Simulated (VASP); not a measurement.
# Re (Im-3m) in VASP: a series of runs

The runs below take Re through relaxation of cell and atoms, single point, with PBEsol.

Everything below comes from runs of VASP 6.6.1. Logs are shortened: lines on timing, memory, paths and dates and some standing lists are left out, and cuts for length are marked.

### 1 The cell of the first run

It takes space group Im-3m (No. 229, cubic). The conventional cell has a = 3.084 Å, b = 3.084 Å, c = 3.084 Å, α = 90.00°, β = 90.00°, γ = 90.00°. Re (site symmetry m-3m) has 14 Re at 2.67 to 3.08 Å within 3.5 Å.

### 2 Relaxation of cell and atoms, PBEsol

INCAR reads:

```
SYSTEM = Re
ALGO = Fast
EDIFF = 1E-6
EDIFFG = -0.005
ENCUT = 600
GGA = PS
IBRION = 2
ISIF = 3
ISMEAR = 0
LASPH = .TRUE.
LCHARG = .FALSE.
LREAL = .FALSE.
LWAVE = .FALSE.
NELM = 60
NSW = 100
PREC = Accurate
SIGMA = 0.1
```

KPOINTS reads:

```
k-points
0
G
  20 20 20
  0 0 0
```

POSCAR reads:

```
Re
1.0
   -1.5418815675      1.5418815675      1.5418815675
    1.5418815675     -1.5418815675      1.5418815675
    1.5418815675      1.5418815675     -1.5418815675
Re
1
Direct
    0.0000000000      0.0000000000      0.0000000000
```

Potentials or basis: VASP PAW PBE potentials, release 64 (Re).

Started as:

```bash
$ cat potpaw_PBE.64/Re/POTCAR > POTCAR
$ mpirun -np 1 vasp_std > vasp.out
```

OUTCAR:

```text
SYSTEM = Re
   EDIFF = 1E-6
   EDIFFG = -0.005
   ENCUT = 600
   GGA = PS
   IBRION = 2
   ISIF = 3
   ISMEAR = 0
   LASPH = .TRUE.
   LREAL = .FALSE.
   NELM = 60
   NSW = 100
   PREC = Accurate

 ion  position               nearest neighbor table
   1  0.000  0.000  0.000-

  LATTYP: Found a body centered cubic cell.
 ALAT       =     3.0837631350

  Lattice vectors:

 A1 = (  -1.5418815675,   1.5418815675,   1.5418815675)
 A2 = (   1.5418815675,  -1.5418815675,   1.5418815675)
 A3 = (   1.5418815675,   1.5418815675,  -1.5418815675)

Analysis of symmetry for initial positions (statically):
=====================================================================
 Subroutine PRICEL returns:
 Original cell was already a primitive cell.

 Routine SETGRP: Setting up the symmetry group for a
 body centered cubic supercell.

 Subroutine GETGRP returns: Found 48 space group operations
 (whereof 48 operations were pure point group operations)
 out of a pool of 48 trial point group operations.

The static configuration has the point symmetry O_h .

Analysis of symmetry for dynamics (positions and initial velocities):
=====================================================================
 Subroutine PRICEL returns:
 Original cell was already a primitive cell.

 Routine SETGRP: Setting up the symmetry group for a
 body centered cubic supercell.

 Subroutine GETGRP returns: Found 48 space group operations
 (whereof 48 operations were pure point group operations)
 out of a pool of 48 trial point group operations.

The dynamic configuration has the point symmetry O_h .

 Subroutine INISYM returns: Found 48 space group operations
 (whereof 48 operations are pure point group operations),
 and found     1 'primitive' translations

----------------------------------------------------------------------------------------

                                     Primitive cell

  volume of cell :      14.6627

  direct lattice vectors                    reciprocal lattice vectors
    -1.541881567  1.541881567  1.541881567     0.000000000  0.324279121  0.324279121
     1.541881567 -1.541881567  1.541881567     0.324279121  0.000000000  0.324279121
     1.541881567  1.541881567 -1.541881567     0.324279121  0.324279121  0.000000000

  length of vectors
     2.670617214  2.670617214  2.670617214     0.458599931  0.458599931  0.458599931

  position of ions in fractional coordinates (direct lattice)
     0.000000000  0.000000000  0.000000000

  ion indices of the primitive-cell ions
   primitive index   ion index
                 1           1

----------------------------------------------------------------------------------------

 KPOINTS: k-points

Automatic generation of k-mesh.
 Grid dimensions read from file:
 generate k-points for:   20   20   20

 Generating k-lattice:

  Cartesian coordinates                     Fractional coordinates (reciprocal lattice)
     0.000000000  0.016213956  0.016213956     0.050000000  0.000000000  0.000000000
     0.016213956  0.000000000  0.016213956     0.000000000  0.050000000  0.000000000
     0.016213956  0.016213956  0.000000000     0.000000000  0.000000000  0.050000000

  Length of vectors
     0.022929997  0.022929997  0.022929997

  Shift w.r.t. Gamma in fractional coordinates (k-lattice)
     0.000000000  0.000000000  0.000000000

 Subroutine IBZKPT returns following result:
 ===========================================

 Found    256 irreducible k-points:

 Following reciprocal coordinates:
            Coordinates               Weight
  0.000000  0.000000  0.000000      1.000000
  0.050000  0.000000  0.000000     12.000000
  0.100000  0.000000  0.000000     12.000000
  0.150000  0.000000  0.000000     12.000000
  0.200000  0.000000  0.000000     12.000000
  0.250000  0.000000  0.000000     12.000000
[... 16 lines left out ...]
  0.200000  0.100000  0.000000     48.000000
  0.250000  0.100000  0.000000     48.000000
 [... further k-points ...]
   k-points           NKPTS =    256   k-points in BZ     NKDIM =    256   number of bands    NBANDS=      7
   number of dos      NEDOS =    301   number of ions     NIONS =      1
   total plane-waves  NPLWV =  13824
   dimension x,y,z NGX =    24 NGY =   24 NGZ =   24
   dimension x,y,z NGXF=    48 NGYF=   48 NGZF=   48
   ions per type =               1
   NGX,Y,Z   is equivalent  to a cutoff of  14.94, 14.94, 14.94 a.u.
   NGXF,Y,Z  is equivalent  to a cutoff of  29.88, 29.88, 29.88 a.u.
 SYSTEM =  Re
   PREC   = accura    normal or accurate (medium, high low for compatibility)
   ISTART =      0    job   : 0-new  1-cont  2-samecut
   ICHARG =      2    charge: 1-file 2-atom 10-const
   ISPIN  =      1    spin polarized calculation?
   LNONCOLLINEAR =      F non collinear calculations
   LSORBIT =      F    spin-orbit coupling
   LASPH  =      T    aspherical Exc in radial PAW
   ENCUT  =  600.0 eV  44.10 Ry    6.64 a.u.   5.33  5.33  5.33*2*pi/ulx,y,z
   NELM   =     60;   NELMIN=  2; NELMDL= -5     # of ELM steps
   EDIFF  = 0.1E-05   stopping-criterion for ELM
   LREAL  =      F    real-space projection
   EDIFFG = -.5E-02   stopping-criterion for IOM
   NSW    =    100    number of steps for IOM
   IBRION =      2    ionic relax: 0-MD 1-quasi-New 2-CG
   NFREE  =      1    steps in history (QN), initial steepest desc. (CG)
   ISIF   =      3    stress and relaxation
   ISYM   =      2    0-nonsym 1-usesym 2-fastsym
   POTIM  = 0.5000    time-step for ionic-motion
   TEBEG  =    0.0;   TEEND  =   0.0 temperature during run
   PSTRESS=    0.0 pullay stress
   NELECT =       7.0000    total number of electrons
   NUPDOWN=      -1.0000    fix difference up-down
   EMIN   =  10.00;   EMAX   =-10.00  energy-range for DOS
   EFERMI =   0.00;   METHOD = LEGACY
   ISMEAR =     0;   SIGMA  =   0.10  broadening in eV -4-tet -1-fermi 0-gaus
   EFERMI_NEDOS =   21; number of points for ismear=-14 and -15
   IALGO  =     68    algorithm
   IMIX   =      4    mixing-type and parameters
     AMIX     =   0.40;   BMIX     =  1.00
     AMIX_MAG =   1.60;   BMIX_MAG =  1.00
  volume/ion in A,a.u.               =      14.66        98.95
  Fermi-wavevector in a.u.,A,eV,Ry     =   1.279489  2.417883 22.273984  1.637092
  Thomas-Fermi vector in A             =   2.411971
   LORBIT       =      0    0 simple, 1 ext, 2 COOP (PROOUT), +10 PAW based schemes
   GGA     = PS    functional components
   LHFCALC =     F    Hartree Fock is set to
   AEXX    =    0.0000 exact exchange contribution
   IVDW    =     0    specifies the selected vdW correction
   LEPSILON=     F    determine dielectric tensor
   LRPA    =     F    only Hartree local field effects (RPA)
 conjugate gradient relaxation of ions
 non-spin polarized calculation
 RMM-DIIS sequential band-by-band and
 Gauss-broadening in eV      SIGMA  =   0.10
  energy-cutoff  :      600.00
  volume of cell :       14.66
 maximum number of plane-waves:       498
 NGX is ok and might be reduce to    24
   NGX = 11   NGY = 11   NGZ = 11

--------------------------------------- Ionic step        1  -------------------------------------------

 number of electron       7.0000001 magnetization

 Free energy of the ion-electron system (eV)
  ---------------------------------------------------
  ext. energy  EPLUGINS =         0.00000000
  ---------------------------------------------------
  free energy    TOTEN  =       -13.04850789 eV

  energy without entropy =      -13.04376529  energy(sigma->0) =      -13.04613659

------------------------ aborting loop because EDIFF is reached ----------------------------------------

  FORCE on cell =-STRESS in cart. coord.  units (eV):
  Direction    XX          YY          ZZ          XY          YZ          ZX
  --------------------------------------------------------------------------------------
  -------------------------------------------------------------------------------------
  Total        0.0598543      0.0598543      0.0598543      0.0000000     -0.0000000      0.0000000
  in kB        6.5402252      6.5402252      6.5402252      0.0000000     -0.0000000      0.0000000
  external PRESSURE =       6.5402252 kB  Pullay stress =       0.0000000 kB

 VOLUME and BASIS-vectors are now :
 -----------------------------------------------------------------------------
  energy-cutoff  :      600.00
  volume of cell :       14.66
      direct lattice vectors                 reciprocal lattice vectors
    -1.541881567  1.541881567  1.541881567     0.000000000  0.324279121  0.324279121
     1.541881567 -1.541881567  1.541881567     0.324279121  0.000000000  0.324279121
     1.541881567  1.541881567 -1.541881567     0.324279121  0.324279121  0.000000000
[... 36 lines left out ...]
 POSITION                                       TOTAL-FORCE (eV/Angst)
 -----------------------------------------------------------------------------------
      1.54633     -1.54633      1.54633        -0.000000      0.000000     -0.000000
 -----------------------------------------------------------------------------------
    total drift:                                0.000000     -0.000000      0.000000

  FREE ENERGIE OF THE ION-ELECTRON SYSTEM (eV)
  ---------------------------------------------------
  free  energy   TOTEN  =       -13.0476447436 eV

  energy  without entropy=      -13.0428403894  energy(sigma->0) =      -13.04524257

--------------------------------------- Ionic step        3  -------------------------------------------

 number of electron       7.0000000 magnetization

 Free energy of the ion-electron system (eV)
  ---------------------------------------------------
  ext. energy  EPLUGINS =         0.00000000
  ---------------------------------------------------
  free energy    TOTEN  =       -13.04854852 eV

  energy without entropy =      -13.04379479  energy(sigma->0) =      -13.04617166

 E-fermi :   8.6780     XC(G=0): -13.8319

 val. band max:        8.6701305148   @ k =   0.2000   0.0500   0.0000
 cond. band min:       8.6796978909   @ k =  -0.3000   0.3000   0.0500
 fundamental gap:      0.0095673761
 Fermi energy:         8.6779551508

 k-point     1 :       0.0000    0.0000    0.0000
  band No.  band energies     occupation
      1      -2.1608      2.00000
      2       5.9463      2.00000
      3       5.9463      2.00000
      4       5.9463      2.00000
      5       9.4268      0.00000
      6       9.4268      0.00000
      7      24.2694      0.00000

 k-point     2 :       0.0500    0.0000    0.0000
  band No.  band energies     occupation
      1      -2.0367      2.00000
      2       5.8758      2.00000
      3       5.9357      2.00000
      4       6.0659      2.00000
      5       9.3181      0.00000
      6       9.4300      0.00000
      7      24.4661      0.00000
[... 201 lines left out ...]
 k-point    23 :       0.2000    0.1000    0.0000
  band No.  band energies     occupation
      1       0.6156      2.00000
      2       4.7066      2.00000
      3       5.1549      2.00000
      4       8.5250      1.96941
      5       9.2971      0.00000
      6       9.8922      0.00000
      7      24.2112      0.00000

 k-point    24 :       0.2500    0.1000    0.0000
  band No.  band energies     occupation
      1       1.1819      2.00000
      2       4.3850      2.00000
      3       5.2926      2.00000
      4       8.7246      0.50903
      5      10.0055      0.00000
      6      10.4522      0.00000
      7      22.8938      0.00000

 [... further k-points ...]
[... 5 lines left out ...]
  --------------------------------------------------------------------------------------
  -------------------------------------------------------------------------------------
  Total       -0.0013849     -0.0013849     -0.0013849     -0.0000000      0.0000000      0.0000000
  in kB       -0.1510924     -0.1510924     -0.1510924     -0.0000000      0.0000000      0.0000000
  external PRESSURE =      -0.1510924 kB  Pullay stress =       0.0000000 kB

 VOLUME and BASIS-vectors are now :
 -----------------------------------------------------------------------------
  energy-cutoff  :      600.00
  volume of cell :       14.69
      direct lattice vectors                 reciprocal lattice vectors
    -1.542692465  1.542692465  1.542692465     0.000000000  0.324108668  0.324108668
     1.542692465 -1.542692465  1.542692465     0.324108668  0.000000000  0.324108668
     1.542692465  1.542692465 -1.542692465     0.324108668  0.324108668  0.000000000

 POSITION                                       TOTAL-FORCE (eV/Angst)
 -----------------------------------------------------------------------------------
      0.00000      0.00000     -0.00000        -0.000000      0.000000     -0.000000
 -----------------------------------------------------------------------------------
    total drift:                               -0.000000     -0.000000     -0.000000

  FREE ENERGIE OF THE ION-ELECTRON SYSTEM (eV)
  ---------------------------------------------------
  free  energy   TOTEN  =       -13.0485485205 eV

  energy  without entropy=      -13.0437947927  energy(sigma->0) =      -13.04617166

 reached required accuracy - stopping structural energy minimisation
```

Run time: 36 s. Hardware: 1 thread of AMD EPYC 9R45 (Zen 5), shared host; peak memory 0.15 GiB.

Results:

* Free energy: -13.0485 eV
* Relaxed volume: 14.69 Å³/atom
* Relaxed cell: a = 2.672 Å, b = 2.672 Å, c = 2.672 Å, α = 109.47°, β = 109.47°, γ = 109.47°
* Space group after relaxing (to 0.05 Å): Im-3m (No. 229)
* Energy gained by relaxing: 0.0 meV/atom
* Ionic steps: 3
* Pressure after relaxing: 0.0 GPa

Final structure:
```xyz
1
Lattice="-1.5427 1.5427 1.5427 1.5427 -1.5427 1.5427 1.5427 1.5427 -1.5427" Properties=species:S:1:pos:R:3 pbc="T T T"
Re    0.0000    0.0000    0.0000
```

Levels at points of the mesh, in eV from the Fermi level:
| k point | band 1 | band 2 | band 3 | band 4 | band 5 | band 6 | band 7 |
| --- | --- | --- | --- | --- | --- | --- | --- |
| (0.00, 0.00, 0.00) | -10.84 | -2.73 | -2.73 | -2.73 | 0.75 | 0.75 | 15.59 |
| (0.50, 0.00, 0.00) | -7.58 | -5.02 | -0.03 | 0.64 | 1.54 | 4.56 | 10.10 |
| (0.50, 0.50, 0.50) | -7.20 | -7.20 | 3.60 | 3.60 | 3.60 | 8.00 | 8.00 |

Caveat: the PAW data sets were made with another functional, which shifts forces and pressure a little; spin-orbit coupling is left out, which moves the levels of the heavy elements.

(Part 1 of 2 ends here.)
